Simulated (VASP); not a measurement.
Wanted: the native input for a VASP 6.6.1 run.

```yaml
Task: single point
Functional: PBEsol
Potentials_or_basis: VASP PAW PBE potentials, release 64 (Na_pv, Tl_d, Ga_d, F)
Cutoff: 520 eV
k_mesh: 6 × 6 × 6
Occupations: gaussian, width 0.02 eV
Spin: no spin polarisation
Dipole_correction: no
Further_INCAR_settings: ALGO = Normal; EDIFF = 1e-06; NBANDS = 52
```

The structure of Na2TlGaF6 lies in POSCAR:

```
Na2TlGaF6
1.0
    0.0000000000      4.4281556653      4.4281556653
    4.4281556653      0.0000000000      4.4281556653
    4.4281556653      4.4281556653      0.0000000000
Na Tl Ga F
2 1 1 6
Direct
    0.7500000000      0.7500000000      0.7500000000
    0.2500000000      0.2500000000      0.2500000000
    0.5000000000      0.5000000000      0.5000000000
    0.0000000000      0.0000000000      0.0000000000
    0.7859162153      0.2140837847      0.2140837847
    0.2140837847      0.2140837847      0.7859162153
    0.2140837847      0.7859162153      0.7859162153
    0.2140837847      0.7859162153      0.2140837847
    0.7859162153      0.2140837847      0.7859162153
    0.7859162153      0.7859162153      0.2140837847
```

One way to write it, as run:

INCAR

```
ALGO = Normal
EDIFF = 1E-6
ENCUT = 520
GGA = PS
ISIF = 2
ISMEAR = 0
LASPH = True
LCHARG = False
LREAL = False
LWAVE = False
NBANDS = 52
NELM = 100
PREC = Accurate
SIGMA = 0.02
```

KPOINTS

```
k-points
0
Gamma
  6 6 6
```

Potentials or basis: VASP PAW PBE potentials, release 64 (Na_pv, Tl_d, Ga_d, F).

Launch:

```console
$ cat potpaw_PBE.64/Na_pv/POTCAR potpaw_PBE.64/Tl_d/POTCAR potpaw_PBE.64/Ga_d/POTCAR potpaw_PBE.64/F/POTCAR > POTCAR
$ mpirun -np 1 vasp_std > vasp.out
```

It gave:

The pressure is 0.0 GPa and the largest force is 0.078 eV/Å. The band gap on the k mesh is 3.39 eV, indirect (least direct gap 3.88 eV).

Caveat: the PAW data sets were made with another functional, which shifts forces and pressure a little; spin-orbit coupling is left out, which moves the levels of the heavy elements.

Run time: 4.1 min on 1 thread of AMD EPYC 7R43 64-Core Processor (Zen 3), on a shared host, peak memory 0.37 GiB.
